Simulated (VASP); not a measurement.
Crystal: Re.

```
Re
1.0
     0.00000    2.76428    2.76428
     2.76428    0.00000    2.76428
     2.76428    2.76428    0.00000
Re
2
Direct
  0.00000 0.00000 0.00000
  0.25000 0.25000 0.25000
```

Base run:

- Program: VASP 6.6.1
- Functional: r2SCAN
- Potentials or basis: VASP PAW PBE potentials, release 64 (Re)
- Cutoff: 520 eV
- k mesh: 6 × 6 × 6
- Occupations: fermi-dirac, width 0.05 eV
- Spin: no spin polarisation

Its results: band gap on the k mesh zero (band 7 reaches 4.59 eV, above the bottom of band 8 at 3.41 eV); pressure 7.5 GPa.

**Question.** The run is repeated on the same cell with these changes: potentials or basis from VASP PAW PBE potentials, release 64 (Re) to VASP PAW PBE potentials, release 64 (Re_sv_GW); cutoff from 520 eV to 550 eV; further incar settings from ALGO = Normal; EDIFF = 1e-07; NBANDS = 14 to ALGO = Normal; EDIFF = 1e-06; NBANDS = 22; valence electrons from 14 to 30. What comes out?

**Answer.** Band gap on the k mesh zero (band 15 reaches 8.20 eV, above the bottom of band 16 at 6.99 eV); pressure 8.8 GPa.

Caveats: the PAW data sets were made with another functional, which shifts forces and pressure a little; spin-orbit coupling is left out, which moves the levels of the heavy elements.
